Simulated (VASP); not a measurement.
# NaCl (Pm-3m) in VASP: settings compared

NaCl is run at these levels: RPBE, PBE-based screened hybrid with 5 % exact exchange, PBE-based screened hybrid with 10 % exact exchange; tasks: single point, relaxation of cell and atoms.

All numbers are computed with VASP 6.6.1; they aren't measurements. Logs are shortened: lines on timing, memory, paths and dates and some standing lists are left out, and cuts for length are marked.

**1. The cell of the first run**

It takes space group Pm-3m (No. 221, cubic). The conventional cell has a = 3.592 Å, b = 3.592 Å, c = 3.592 Å, α = 90.00°, β = 90.00°, γ = 90.00°. Cl (site symmetry m-3m) has 8 Na at 3.11 Å and 6 Cl at 3.59 Å within 4.1 Å. Na (site symmetry m-3m) has 8 Cl at 3.11 Å and 6 Na at 3.59 Å within 4.1 Å.

**2. Single point, RPBE**

Input file INCAR:

```
SYSTEM = NaCl
  PREC = Accurate
  ENCUT = 520
  EDIFF = 1E-7
  ISMEAR = -1
  SIGMA = 0.05
  LREAL = .False.
  LASPH = .True.
  NELM = 80
  ALGO = Normal
  ISIF = 2
  LWAVE = .False.
  LCHARG = .False.
  GGA = RP
  NBANDS = 14
```

Input file KPOINTS:

```
Automatic mesh
0
Gamma
  8 8 8
  0 0 0
```

Input file POSCAR:

```
NaCl
1.0
    3.5915093330      0.0000000000      0.0000000000
    0.0000000000      3.5915093330      0.0000000000
    0.0000000000      0.0000000000      3.5915093330
Cl Na
1 1
Direct
    0.5000000000      0.5000000000      0.5000000000
    0.0000000000      0.0000000000      0.0000000000
```

Potentials or basis: VASP PAW PBE potentials, release 64 (Cl, Na_pv).

Started as:

```
$ cat potpaw_PBE.64/Cl/POTCAR potpaw_PBE.64/Na_pv/POTCAR > POTCAR
$ mpirun -np 1 vasp_std > vasp.out
```

OUTCAR:

```text
SYSTEM = NaCl
   PREC = Accurate
   ENCUT = 520
   EDIFF = 1E-7
   ISMEAR = -1
   LREAL = .False.
   LASPH = .True.
   NELM = 80
   ISIF = 2
   GGA = RP

 ion  position               nearest neighbor table
   1  0.500  0.500  0.500-
   2  0.000  0.000  0.000-

  LATTYP: Found a simple cubic cell.
 ALAT       =     3.5915093330

  Lattice vectors:

 A1 = (   3.5915093330,   0.0000000000,   0.0000000000)
 A2 = (   0.0000000000,   3.5915093330,   0.0000000000)
 A3 = (   0.0000000000,   0.0000000000,   3.5915093330)

Analysis of symmetry for initial positions (statically):
=====================================================================
 Subroutine PRICEL returns:
 Original cell was already a primitive cell.

 Routine SETGRP: Setting up the symmetry group for a
 simple cubic supercell.

 Subroutine GETGRP returns: Found 48 space group operations
 (whereof 48 operations were pure point group operations)
 out of a pool of 48 trial point group operations.

The static configuration has the point symmetry O_h .

Analysis of symmetry for dynamics (positions and initial velocities):
=====================================================================
 Subroutine PRICEL returns:
 Original cell was already a primitive cell.

 Routine SETGRP: Setting up the symmetry group for a
 simple cubic supercell.

 Subroutine GETGRP returns: Found 48 space group operations
 (whereof 48 operations were pure point group operations)
 out of a pool of 48 trial point group operations.

The dynamic configuration has the point symmetry O_h .

 Subroutine INISYM returns: Found 48 space group operations
 (whereof 48 operations are pure point group operations),
 and found     1 'primitive' translations

----------------------------------------------------------------------------------------

                                     Primitive cell

  volume of cell :      46.3267

  direct lattice vectors                    reciprocal lattice vectors
     3.591509333  0.000000000  0.000000000     0.278434471  0.000000000  0.000000000
     0.000000000  3.591509333  0.000000000     0.000000000  0.278434471  0.000000000
     0.000000000  0.000000000  3.591509333     0.000000000  0.000000000  0.278434471

  length of vectors
     3.591509333  3.591509333  3.591509333     0.278434471  0.278434471  0.278434471

  position of ions in fractional coordinates (direct lattice)
     0.500000000  0.500000000  0.500000000
     0.000000000  0.000000000  0.000000000

  ion indices of the primitive-cell ions
   primitive index   ion index
                 1           1
                 2           2

----------------------------------------------------------------------------------------

 KPOINTS: Automatic mesh

Automatic generation of k-mesh.
 Grid dimensions read from file:
 generate k-points for:    8    8    8

 Generating k-lattice:

  Cartesian coordinates                     Fractional coordinates (reciprocal lattice)
     0.034804309  0.000000000  0.000000000     0.125000000  0.000000000  0.000000000
     0.000000000  0.034804309  0.000000000     0.000000000  0.125000000  0.000000000
     0.000000000  0.000000000  0.034804309     0.000000000  0.000000000  0.125000000

  Length of vectors
     0.034804309  0.034804309  0.034804309

  Shift w.r.t. Gamma in fractional coordinates (k-lattice)
     0.000000000  0.000000000  0.000000000

 Subroutine IBZKPT returns following result:
 ===========================================

 Found     35 irreducible k-points:

 Following reciprocal coordinates:
            Coordinates               Weight
  0.000000  0.000000  0.000000      1.000000
  0.125000  0.000000  0.000000      6.000000
  0.250000  0.000000  0.000000      6.000000
  0.375000  0.000000  0.000000      6.000000
  0.500000  0.000000  0.000000      3.000000
  0.125000  0.125000  0.000000     12.000000
[... 16 lines left out ...]
  0.375000  0.375000  0.125000     24.000000
  0.500000  0.375000  0.125000     24.000000
 [... further k-points ...]
   k-points           NKPTS =     35   k-points in BZ     NKDIM =     35   number of bands    NBANDS=     14
   number of dos      NEDOS =    301   number of ions     NIONS =      2
   total plane-waves  NPLWV =  21952
   dimension x,y,z NGX =    28 NGY =   28 NGZ =   28
   dimension x,y,z NGXF=    56 NGYF=   56 NGZF=   56
   ions per type =               1   1
   NGX,Y,Z   is equivalent  to a cutoff of  12.96, 12.96, 12.96 a.u.
   NGXF,Y,Z  is equivalent  to a cutoff of  25.92, 25.92, 25.92 a.u.
 SYSTEM =  NaCl
   PREC   = accura    normal or accurate (medium, high low for compatibility)
   ISTART =      0    job   : 0-new  1-cont  2-samecut
   ICHARG =      2    charge: 1-file 2-atom 10-const
   ISPIN  =      1    spin polarized calculation?
   LNONCOLLINEAR =      F non collinear calculations
   LSORBIT =      F    spin-orbit coupling
   LASPH  =      T    aspherical Exc in radial PAW
   ENCUT  =  520.0 eV  38.22 Ry    6.18 a.u.   6.68  6.68  6.68*2*pi/ulx,y,z
   NELM   =     80;   NELMIN=  2; NELMDL= -5     # of ELM steps
   EDIFF  = 0.1E-06   stopping-criterion for ELM
   LREAL  =      F    real-space projection
   EDIFFG = 0.1E-05   stopping-criterion for IOM
   NSW    =      0    number of steps for IOM
   IBRION =     -1    ionic relax: 0-MD 1-quasi-New 2-CG
   NFREE  =      0    steps in history (QN), initial steepest desc. (CG)
   ISIF   =      2    stress and relaxation
   ISYM   =      2    0-nonsym 1-usesym 2-fastsym
   POTIM  = 0.5000    time-step for ionic-motion
   TEBEG  =    0.0;   TEEND  =   0.0 temperature during run
   PSTRESS=    0.0 pullay stress
   NELECT =      14.0000    total number of electrons
   NUPDOWN=      -1.0000    fix difference up-down
   EMIN   =  10.00;   EMAX   =-10.00  energy-range for DOS
   EFERMI =   0.00;   METHOD = LEGACY
   ISMEAR =    -1;   SIGMA  =   0.05  broadening in eV -4-tet -1-fermi 0-gaus
   EFERMI_NEDOS =   21; number of points for ismear=-14 and -15
   IALGO  =     38    algorithm
   IMIX   =      4    mixing-type and parameters
     AMIX     =   0.40;   BMIX     =  1.00
     AMIX_MAG =   1.60;   BMIX_MAG =  1.00
  volume/ion in A,a.u.               =      23.16       156.31
  Fermi-wavevector in a.u.,A,eV,Ry     =   1.098602  2.076057 16.421239  1.206927
  Thomas-Fermi vector in A             =   2.234983
   LORBIT       =      0    0 simple, 1 ext, 2 COOP (PROOUT), +10 PAW based schemes
   GGA     = RP    functional components
   LHFCALC =     F    Hartree Fock is set to
   AEXX    =    0.0000 exact exchange contribution
   IVDW    =     0    specifies the selected vdW correction
   LEPSILON=     F    determine dielectric tensor
   LRPA    =     F    only Hartree local field effects (RPA)
 non-spin polarized calculation
  energy-cutoff  :      520.00
  volume of cell :       46.33
 maximum number of plane-waves:      1273
 NGX is ok and might be reduce to    28
   NGX = 13   NGY = 13   NGZ = 13

 number of electron      14.0000016 magnetization

 Free energy of the ion-electron system (eV)
  ---------------------------------------------------
  ext. energy  EPLUGINS =         0.00000000
  ---------------------------------------------------
  free energy    TOTEN  =        -6.12341716 eV

  energy without entropy =       -6.12341716  energy(sigma->0) =       -6.12341716

 E-fermi :   1.1610     XC(G=0):  -7.8137

 val. band max:        0.0536992835   @ k =   0.5000   0.5000   0.0000
 cond. band min:       4.0782375408   @ k =   0.0000   0.0000   0.0000
 fundamental gap:      4.0245382572
 Fermi energy:         1.1610199014

 k-point     1 :       0.0000    0.0000    0.0000
  band No.  band energies     occupation
      1     -22.1588      2.00000
      2     -22.1588      2.00000
      3     -22.1588      2.00000
      4     -13.0663      2.00000
      5      -0.3686      2.00000
      6      -0.3686      2.00000
      7      -0.3686      2.00000
      8       4.0782      0.00000
      9       8.8860      0.00000
     10       8.8860      0.00000
     11      15.3095      0.00000
     12      15.3095      0.00000
     13      15.3095      0.00000
     14      15.7165      0.00000

 k-point     2 :       0.1250    0.0000    0.0000
  band No.  band energies     occupation
      1     -22.1630      2.00000
      2     -22.1584      2.00000
      3     -22.1584      2.00000
      4     -13.0270      2.00000
      5      -0.7867      2.00000
      6      -0.3399      2.00000
      7      -0.3399      2.00000
      8       4.4886      0.00000
      9       9.0475      0.00000
     10       9.1436      0.00000
     11      14.1441      0.00000
     12      14.1441      0.00000
     13      14.9237      0.00000
     14      15.8264      0.00000

 k-point     3 :       0.2500    0.0000    0.0000
  band No.  band energies     occupation
      1     -22.1732      2.00000
      2     -22.1575      2.00000
      3     -22.1575      2.00000
      4     -12.9291      2.00000
      5      -1.5964      2.00000
      6      -0.2688      2.00000
      7      -0.2688      2.00000
      8       5.3624      0.00000
      9       9.4227      0.00000
     10       9.5178      0.00000
     11      12.9410      0.00000
     12      12.9410      0.00000
     13      14.8355      0.00000
     14      15.6462      0.00000
[... 324 lines left out ...]
 k-point    23 :       0.3750    0.3750    0.1250
  band No.  band energies     occupation
      1     -22.1787      2.00000
      2     -22.1780      2.00000
      3     -22.1582      2.00000
      4     -12.6019      2.00000
      5      -1.7942      2.00000
      6      -1.6789      2.00000
      7      -0.3010      2.00000
      8       6.5591      0.00000
      9       9.0204      0.00000
     10      10.0253      0.00000
     11      11.2523      0.00000
     12      13.1255      0.00000
     13      13.3989      0.00000
     14      16.4500      0.00000

 k-point    24 :       0.5000    0.3750    0.1250
  band No.  band energies     occupation
      1     -22.1821      2.00000
      2     -22.1776      2.00000
      3     -22.1579      2.00000
      4     -12.5669      2.00000
      5      -1.9541      2.00000
      6      -1.6498      2.00000
      7      -0.2621      2.00000
      8       6.3093      0.00000
      9       9.3996      0.00000
     10       9.7997      0.00000
     11      11.1156      0.00000
     12      13.3830      0.00000
     13      13.4055      0.00000
     14      15.9966      0.00000

 [... further k-points ...]

------------------------ aborting loop because EDIFF is reached ----------------------------------------

  FORCE on cell =-STRESS in cart. coord.  units (eV):
  Direction    XX          YY          ZZ          XY          YZ          ZX
  --------------------------------------------------------------------------------------
  -------------------------------------------------------------------------------------
  Total       -0.0152004     -0.0152004     -0.0152004     -0.0000000      0.0000000     -0.0000000
  in kB       -0.5256964     -0.5256964     -0.5256964     -0.0000000      0.0000000     -0.0000000
  external PRESSURE =      -0.5256964 kB  Pullay stress =       0.0000000 kB

 VOLUME and BASIS-vectors are now :
 -----------------------------------------------------------------------------
  energy-cutoff  :      520.00
  volume of cell :       46.33
      direct lattice vectors                 reciprocal lattice vectors
     3.591509333  0.000000000  0.000000000     0.278434471  0.000000000  0.000000000
     0.000000000  3.591509333  0.000000000     0.000000000  0.278434471  0.000000000
     0.000000000  0.000000000  3.591509333     0.000000000  0.000000000  0.278434471

 POSITION                                       TOTAL-FORCE (eV/Angst)
 -----------------------------------------------------------------------------------
      1.79575      1.79575      1.79575         0.000000      0.000000      0.000000
      0.00000      0.00000      0.00000         0.000000      0.000000      0.000000
 -----------------------------------------------------------------------------------
    total drift:                               -0.000000      0.000000      0.000000

  FREE ENERGIE OF THE ION-ELECTRON SYSTEM (eV)
  ---------------------------------------------------
  free  energy   TOTEN  =        -6.1234171630 eV

  energy  without entropy=       -6.1234171630  energy(sigma->0) =       -6.12341716
```

Wall time 31 s (1 thread of AMD EPYC 7R13, shared host); peak memory 0.13 GiB.

Results:

```
Free energy            : -6.1234 eV
Pressure               : -0.1 GPa
Band gap on the k mesh : 4.02 eV (least direct gap 4.45 eV)
```

Caveat: the PAW data sets were made with another functional, which shifts forces and pressure a little. A k mesh can miss the band edges.

**3. Relaxation of cell and atoms, RPBE**

This run uses another cell than the first one, of 21.48 Å³/atom.

Input file INCAR:

```
SYSTEM = NaCl
PREC     = Accurate       ! precision mode
ENCUT    = 600            ! plane-wave cutoff, eV
EDIFF    = 1E-7           ! SCF threshold, eV
ISMEAR   = -1             ! smearing method
SIGMA    = 0.05           ! smearing width, eV
LREAL    = .False.        ! projectors in reciprocal space
LASPH    = .True.         ! aspherical terms in the spheres
NELM     = 80             ! most SCF steps
ALGO     = Normal         ! electronic algorithm
ISIF     = 3              ! what is computed and relaxed
LWAVE    = .False.        ! write WAVECAR
LCHARG   = .False.        ! write CHGCAR
GGA      = RP             ! functional
IBRION   = 2              ! ionic algorithm
NSW      = 60             ! ionic steps
EDIFFG   = -0.01          ! ionic threshold
```

KPOINTS is that of step 2.

Input file POSCAR:

```
NaCl
1.0
    3.5021900000      0.0000000000      0.0000000000
    0.0000000000      3.5021900000      0.0000000000
    0.0000000000      0.0000000000      3.5021900000
Cl Na
1 1
Direct
    0.5000000000      0.5000000000      0.5000000000
    0.0000000000      0.0000000000      0.0000000000
```

Potentials or basis: VASP PAW PBE potentials, release 64 (Cl, Na_pv).

Started as:

```
$ cat potpaw_PBE.64/Cl/POTCAR potpaw_PBE.64/Na_pv/POTCAR > POTCAR
$ mpirun -np 1 vasp_std > vasp.out
```

Wall time 71 s (1 thread of AMD EPYC 7R13, shared host); peak memory 0.13 GiB.

It converged, with:

```yaml
Free_energy: -6.1235 eV
Relaxed_volume: 23.16 Å³/atom
Relaxed_cell: a = 3.591 Å, b = 3.591 Å, c = 3.591 Å, α = 90.00°, β = 90.00°, γ = 90.00°
Space_group_after_relaxing_to_0.1_Å: Pm-3m (No. 221)
Energy_gained_by_relaxing: 9.4 meV/atom
Ionic_steps: 4
Pressure_after_relaxing: 0.0 GPa
Band_gap_on_the_k_mesh: 4.03 eV (least direct gap 4.45 eV)
```

The path:
```csv
step,energy change (eV),largest force (eV/Å),pressure (GPa),volume (Å³)
1,0.0000,0.0000,1.92,42.96
2,-0.0140,0.0000,0.90,44.57
3,-0.0186,0.0000,-0.13,46.59
4,-0.0187,0.0000,0.00,46.31
```

Final structure:
```xyz
2
Lattice="3.5912 0.0000 0.0000 0.0000 3.5912 0.0000 0.0000 0.0000 3.5912" Properties=species:S:1:pos:R:3 pbc="T T T"
Cl    1.7956    1.7956    1.7956
Na    0.0000    0.0000    0.0000
```

Levels at points of the mesh, in eV from the valence-band top:
| k point | band 3 | band 4 | band 5 | band 6 | band 7 | band 8 | band 9 | band 10 | band 11 |
| --- | --- | --- | --- | --- | --- | --- | --- | --- | --- |
| (0.00, 0.00, 0.00) | -22.21 | -13.12 | -0.42 | -0.42 | -0.42 | 4.03 | 8.83 | 8.83 | 15.26 |
| (0.50, 0.00, 0.00) | -22.21 | -12.84 | -2.55 | -0.22 | -0.22 | 6.96 | 8.30 | 10.64 | 11.79 |
| (0.50, 0.50, 0.00) | -22.21 | -12.62 | -1.97 | -1.97 | 0.00 | 5.77 | 9.90 | 10.82 | 10.82 |
| (0.50, 0.50, 0.50) | -22.23 | -12.40 | -1.60 | -1.60 | -1.60 | 7.34 | 7.34 | 7.34 | 11.30 |

Caveat: the PAW data sets were made with another functional, which shifts forces and pressure a little. A k mesh can miss the band edges.

(Continued in part 2 of 2.)
